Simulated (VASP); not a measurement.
# Al2O3 (P-3m1) in VASP: notebook, part 2 of 2

VASP 6.6.1. The steps go on from the part before.

## (4) Single point, LDA

File INCAR:

```
SYSTEM = Al2O3
  PREC = Accurate
  ENCUT = 600
  EDIFF = 1E-6
  ISMEAR = 0
  SIGMA = 0.01
  LREAL = .False.
  LASPH = .True.
  NELM = 120
  ALGO = Normal
  ISIF = 2
  LWAVE = .False.
  LCHARG = .False.
  NBANDS = 20
  GGA_COMPAT = .False.
```

File KPOINTS:

```
Automatic mesh
0
Gamma
  7 7 3
  0 0 0
```

File POSCAR:

```
Al2O3
1.0
    3.0174800000      0.0000000000      0.0000000000
   -1.5087400000      2.6132143354      0.0000000000
    0.0000000000      0.0000000000      7.5746400000
Al O
2 3
Direct
    0.0000000000      0.0000000000      0.2779500000
    0.0000000000      0.0000000000      0.7220500000
    0.3333333333      0.6666666667      0.1994500000
    0.6666666667      0.3333333333      0.8005500000
    0.0000000000      0.0000000000      0.5000000000
```

Potentials or basis: VASP PAW LDA potentials, release 64 (Al, O).

The run is started by

```console
$ cat potpaw_LDA.64/Al/POTCAR potpaw_LDA.64/O/POTCAR > POTCAR
$ mpirun -np 1 vasp_std > vasp.out
```

OUTCAR:

```text
SYSTEM = Al2O3
   PREC = Accurate
   ENCUT = 600
   EDIFF = 1E-6
   ISMEAR = 0
   LREAL = .False.
   LASPH = .True.
   NELM = 120
   ISIF = 2

 ion  position               nearest neighbor table
   1  0.000  0.000  0.278-   5 1.68   3 1.84   3 1.84   3 1.84   2 3.36
   2  0.000  0.000  0.722-   5 1.68   4 1.84   4 1.84   4 1.84   1 3.36
   3  0.333  0.667  0.199-   1 1.84   1 1.84   1 1.84
   4  0.667  0.333  0.801-   2 1.84   2 1.84   2 1.84
   5  0.000  0.000  0.500-   1 1.68   2 1.68

  LATTYP: Found a hexagonal cell.
 ALAT       =     3.0174800000
 C/A-ratio  =     2.5102535891

  Lattice vectors:

 A1 = (   3.0174800000,   0.0000000000,   0.0000000000)
 A2 = (  -1.5087400000,   2.6132143354,   0.0000000000)
 A3 = (   0.0000000000,   0.0000000000,   7.5746400000)

Analysis of symmetry for initial positions (statically):
=====================================================================
 Subroutine PRICEL returns:
 Original cell was already a primitive cell.

 Routine SETGRP: Setting up the symmetry group for a
 hexagonal supercell.

 Subroutine GETGRP returns: Found 12 space group operations
 (whereof 12 operations were pure point group operations)
 out of a pool of 24 trial point group operations.

The static configuration has the point symmetry D_3d.

Analysis of symmetry for dynamics (positions and initial velocities):
=====================================================================
 Subroutine PRICEL returns:
 Original cell was already a primitive cell.

 Routine SETGRP: Setting up the symmetry group for a
 hexagonal supercell.

 Subroutine GETGRP returns: Found 12 space group operations
 (whereof 12 operations were pure point group operations)
 out of a pool of 24 trial point group operations.

The dynamic configuration has the point symmetry D_3d.

 Subroutine INISYM returns: Found 12 space group operations
 (whereof 12 operations are pure point group operations),
 and found     1 'primitive' translations

----------------------------------------------------------------------------------------

                                     Primitive cell

  volume of cell :      59.7285

  direct lattice vectors                    reciprocal lattice vectors
     3.017480000  0.000000000  0.000000000     0.331402362  0.191335243  0.000000000
    -1.508740000  2.613214335  0.000000000     0.000000000  0.382670486  0.000000000
     0.000000000  0.000000000  7.574640000     0.000000000  0.000000000  0.132019476

  length of vectors
     3.017480000  3.017480000  7.574640000     0.382670486  0.382670486  0.132019476

  position of ions in fractional coordinates (direct lattice)
     0.000000000  0.000000000  0.277950000
     0.000000000  0.000000000  0.722050000
     0.333333333  0.666666667  0.199450000
     0.666666667  0.333333333  0.800550000
     0.000000000  0.000000000  0.500000000

  ion indices of the primitive-cell ions
   primitive index   ion index
                 1           1
                 2           2
                 3           3
                 4           4
                 5           5

----------------------------------------------------------------------------------------

 KPOINTS: Automatic mesh

Automatic generation of k-mesh.
 Grid dimensions read from file:
 generate k-points for:    7    7    3

 Generating k-lattice:

  Cartesian coordinates                     Fractional coordinates (reciprocal lattice)
     0.047343195  0.027333606  0.000000000     0.142857143  0.000000000  0.000000000
     0.000000000  0.054667212  0.000000000     0.000000000  0.142857143  0.000000000
     0.000000000  0.000000000  0.044006492     0.000000000  0.000000000  0.333333333

  Length of vectors
     0.054667212  0.054667212  0.044006492

  Shift w.r.t. Gamma in fractional coordinates (k-lattice)
     0.000000000  0.000000000  0.000000000

 Subroutine IBZKPT returns following result:
 ===========================================

 Found     20 irreducible k-points:

 Following reciprocal coordinates:
            Coordinates               Weight
  0.000000  0.000000  0.000000      1.000000
  0.142857 -0.000000  0.000000      6.000000
  0.285714 -0.000000  0.000000      6.000000
  0.428571  0.000000  0.000000      6.000000
  0.142857  0.142857  0.000000      6.000000
  0.285714  0.142857  0.000000     12.000000
[... 12 lines left out ...]
  0.428571  0.142857  0.333333     12.000000
  0.285714  0.285714  0.333333     12.000000
   k-points           NKPTS =     20   k-points in BZ     NKDIM =     20   number of bands    NBANDS=     20
   number of dos      NEDOS =    301   number of ions     NIONS =      5
   total plane-waves  NPLWV =  36864
   dimension x,y,z NGX =    24 NGY =   24 NGZ =   64
   dimension x,y,z NGXF=    48 NGYF=   48 NGZF=  128
   ions per type =               2   3
   NGX,Y,Z   is equivalent  to a cutoff of  13.22, 13.22, 14.05 a.u.
   NGXF,Y,Z  is equivalent  to a cutoff of  26.45, 26.45, 28.09 a.u.
 SYSTEM =  Al2O3
   PREC   = accura    normal or accurate (medium, high low for compatibility)
   ISTART =      0    job   : 0-new  1-cont  2-samecut
   ICHARG =      2    charge: 1-file 2-atom 10-const
   ISPIN  =      1    spin polarized calculation?
   LNONCOLLINEAR =      F non collinear calculations
   LSORBIT =      F    spin-orbit coupling
   LASPH  =      T    aspherical Exc in radial PAW
   ENCUT  =  600.0 eV  44.10 Ry    6.64 a.u.   6.03  6.03 15.13*2*pi/ulx,y,z
   NELM   =    120;   NELMIN=  2; NELMDL= -5     # of ELM steps
   EDIFF  = 0.1E-05   stopping-criterion for ELM
   LREAL  =      F    real-space projection
   EDIFFG = 0.1E-04   stopping-criterion for IOM
   NSW    =      0    number of steps for IOM
   IBRION =     -1    ionic relax: 0-MD 1-quasi-New 2-CG
   NFREE  =      0    steps in history (QN), initial steepest desc. (CG)
   ISIF   =      2    stress and relaxation
   ISYM   =      2    0-nonsym 1-usesym 2-fastsym
   POTIM  = 0.5000    time-step for ionic-motion
   TEBEG  =    0.0;   TEEND  =   0.0 temperature during run
   PSTRESS=    0.0 pullay stress
   NELECT =      24.0000    total number of electrons
   NUPDOWN=      -1.0000    fix difference up-down
   EMIN   =  10.00;   EMAX   =-10.00  energy-range for DOS
   EFERMI =   0.00;   METHOD = LEGACY
   ISMEAR =     0;   SIGMA  =   0.01  broadening in eV -4-tet -1-fermi 0-gaus
   EFERMI_NEDOS =   21; number of points for ismear=-14 and -15
   IALGO  =     38    algorithm
   IMIX   =      4    mixing-type and parameters
     AMIX     =   0.40;   BMIX     =  1.00
     AMIX_MAG =   1.60;   BMIX_MAG =  1.00
  volume/ion in A,a.u.               =      11.95        80.61
  Fermi-wavevector in a.u.,A,eV,Ry     =   1.208050  2.282883 19.856123  1.459384
  Thomas-Fermi vector in A             =   2.343669
   LORBIT       =      0    0 simple, 1 ext, 2 COOP (PROOUT), +10 PAW based schemes
   GGA     = CA    functional components
   LHFCALC =     F    Hartree Fock is set to
   AEXX    =    0.0000 exact exchange contribution
   IVDW    =     0    specifies the selected vdW correction
   LEPSILON=     F    determine dielectric tensor
   LRPA    =     F    only Hartree local field effects (RPA)
 non-spin polarized calculation
 Gauss-broadening in eV      SIGMA  =   0.01
  energy-cutoff  :      600.00
  volume of cell :       59.73
 maximum number of plane-waves:      2016
   NGX = 13   NGY = 13   NGZ = 31

 number of electron      24.0000008 magnetization

 Free energy of the ion-electron system (eV)
  ---------------------------------------------------
  ext. energy  EPLUGINS =         0.00000000
  ---------------------------------------------------
  free energy    TOTEN  =       -39.69486241 eV

  energy without entropy =      -39.69486241  energy(sigma->0) =      -39.69486241

 E-fermi :   3.5484     XC(G=0): -10.2356

 val. band max:        3.4989885433   @ k =   0.0000   0.0000   0.0000
 cond. band min:       5.6880023021   @ k =   0.0000   0.0000   0.0000
 fundamental gap:      2.1890137588
 Fermi energy:         3.5484435163

 k-point     1 :       0.0000    0.0000    0.0000
  band No.  band energies     occupation
      1     -15.8246      2.00000
      2     -15.6178      2.00000
      3     -13.0593      2.00000
      4      -2.3792      2.00000
      5      -1.0185      2.00000
      6      -0.2165      2.00000
[... 449 lines left out ...]
     19      14.4606      0.00000
     20      15.1205      0.00000

------------------------ aborting loop because EDIFF is reached ----------------------------------------

  FORCE on cell =-STRESS in cart. coord.  units (eV):
  Direction    XX          YY          ZZ          XY          YZ          ZX
  --------------------------------------------------------------------------------------
  -------------------------------------------------------------------------------------
  Total       -2.9985608     -2.9985608     -2.7391398      0.0000000      0.0000000      0.0000000
  in kB      -80.4344357    -80.4344357    -73.4756349      0.0000000      0.0000000      0.0000000
  external PRESSURE =     -78.1148354 kB  Pullay stress =       0.0000000 kB

 VOLUME and BASIS-vectors are now :
 -----------------------------------------------------------------------------
  energy-cutoff  :      600.00
  volume of cell :       59.73
      direct lattice vectors                 reciprocal lattice vectors
     3.017480000  0.000000000  0.000000000     0.331402362  0.191335243  0.000000000
    -1.508740000  2.613214335  0.000000000     0.000000000  0.382670486  0.000000000
     0.000000000  0.000000000  7.574640000     0.000000000  0.000000000  0.132019476

 POSITION                                       TOTAL-FORCE (eV/Angst)
 -----------------------------------------------------------------------------------
      0.00000      0.00000      2.10537         0.000000      0.000000      0.115820
      0.00000      0.00000      5.46927        -0.000000     -0.000000     -0.115820
     -0.00000      1.74214      1.51076         0.000000      0.000000      0.431017
      1.50874      0.87107      6.06388        -0.000000      0.000000     -0.431017
      0.00000      0.00000      3.78732        -0.000000      0.000000      0.000000
 -----------------------------------------------------------------------------------
    total drift:                                0.000000     -0.000000      0.000000

  FREE ENERGIE OF THE ION-ELECTRON SYSTEM (eV)
  ---------------------------------------------------
  free  energy   TOTEN  =       -39.6948624144 eV

  energy  without entropy=      -39.6948624144  energy(sigma->0) =      -39.69486241
```

stdout:

```text
POSCAR found type information on POSCAR AlO
 POSCAR found :  2 types and       5 ions
 scaLAPACK will be used
 LDA part: xc-table for (Slater(with rela. corr.)+CA(PZ))
 , standard interpolation
 POSCAR, INCAR and KPOINTS ok, starting setup
 FFT: planning ... GRIDC
 FFT: planning ... GRID_SOFT
 FFT: planning ... GRID
 WAVECAR not read
 entering main loop
```

Wall time 17 s (1 thread of Intel Xeon Platinum 8488C (Sapphire Rapids), shared host); peak memory 0.16 GiB.

Results:

```
Free energy            : -39.6949 eV
Pressure               : -7.8 GPa
Largest force          : 0.431 eV/Å
Band gap on the k mesh : 2.19 eV
```

Forces in eV/Å, atoms in the order of the input:
```
Al   0.000  0.000  0.116
Al   0.000  0.000 -0.116
O    0.000  0.000  0.431
O    0.000  0.000 -0.431
O    0.000  0.000  0.000
```

Levels at points of the mesh, in eV from the valence-band top:
| k point | band 10 | band 11 | band 12 | band 13 | band 14 | band 15 |
| --- | --- | --- | --- | --- | --- | --- |
| (0.00, 0.00, 0.00) | -2.33 | 0.00 | 0.00 | 2.19 | 4.18 | 7.17 |

Caveat: the cell stands under tension.

## (5) Overview

| level | potentials or basis | gap on the mesh (eV) | pressure (GPa) | largest force (eV/Å) |
| --- | --- | --- | --- | --- |
| PBEsol | VASP PAW PBE potentials, release 64 (Al, O) | 2.19 | -3.7 | 0.19 |
| BLYP | VASP PAW PBE potentials, release 64 (Al, O) | 2.46 | 1.8 | 0.14 |
| LDA | VASP PAW LDA potentials, release 64 (Al, O) | 2.19 | -7.8 | 0.43 |

Alike in all rows: task single point; no spin polarisation; cell as given; k mesh 7 × 7 × 3; cutoff (eV) 600; smearing gaussian 0.01 eV.

Caveats: the cell stands under tension (at least some runs); the PAW data sets were made with another functional, which shifts forces and pressure a little (at least some runs); an odd mesh through Γ misses points on the zone boundary, where band edges can lie (at least some runs).

Absolute energies hang on the potentials; compare differences alone.
